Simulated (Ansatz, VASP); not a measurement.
One calculation of LaS, two programs

The input INCAR:

```
SYSTEM = LaS
PREC = Accurate ; ENCUT = 520
EDIFF = 1E-6 ; ISMEAR = 1
SIGMA = 0.01 ; LREAL = .FALSE.
LASPH = .TRUE. ; NELM = 60
ALGO = Normal ; ISIF = 2
LWAVE = .FALSE. ; LCHARG = .TRUE.
LELF = .TRUE. ; LVHAR = .TRUE.
NBANDS = 16
```

File KPOINTS:

```
Automatic mesh
0
G
  7 7 7
  0 0 0
```

The input POSCAR:

```
LaS
1.0
    0.0000000000      2.8874410966      2.8874410966
    2.8874410966      0.0000000000      2.8874410966
    2.8874410966      2.8874410966      0.0000000000
La S
1 1
Direct
    0.0000000000      0.0000000000      0.0000000000
    0.5000000000      0.5000000000      0.5000000000
```

Input for Ansatz:

```yaml
crystal:
  lattice:
    - [0.0, 2.887441096626114, 2.887441096626114]
    - [2.887441096626114, 0.0, 2.887441096626114]
    - [2.887441096626114, 2.887441096626114, 0.0]
  atoms:
    - { symbol: La, position: [0.0, 0.0, 0.0] }
    - { symbol: S, position: [0.5, 0.5, 0.5] }
accuracy: medium
basis:
  ecutwfc: 530.0
kpoints:
  mp_grid:
    grid: [7, 7, 7]
hamiltonian:
  xc: lda
scf:
  algorithm: density_mixing
  convergence:
    dr2_threshold: 1.0e-05
  occupations:
    method: cold
    width: 0.01
output:
  stress: true
```

Alike in both runs: task single point; functional LDA; k mesh 7 × 7 × 7; no spin polarisation.

|  | VASP | Ansatz |
| --- | --- | --- |
| version | VASP 6.6.1 | Ansatz 0.2.0 |
| potentials or method | VASP PAW LDA potentials, release 64 (La, S), cutoff 520 eV | plane waves, PAW |
| occupations | methfessel-paxton of order 1, width 0.01 eV | cold, width 0.01 eV |
| valence electrons in the cell | 17 | 17 |

VASP gave:

| Quantity | Value |
| --- | --- |
| pressure (GPa) | -0.4 |

Problem. What did Ansatz give for the same quantities?

Solution. Pressure (GPa): -0.3.

LDA's correlation is that of Perdew and Zunger in VASP and of Perdew and Wang (1992) in Ansatz. Ansatz's warnings: stress scf threshold loose.

Spin-orbit coupling is off throughout.
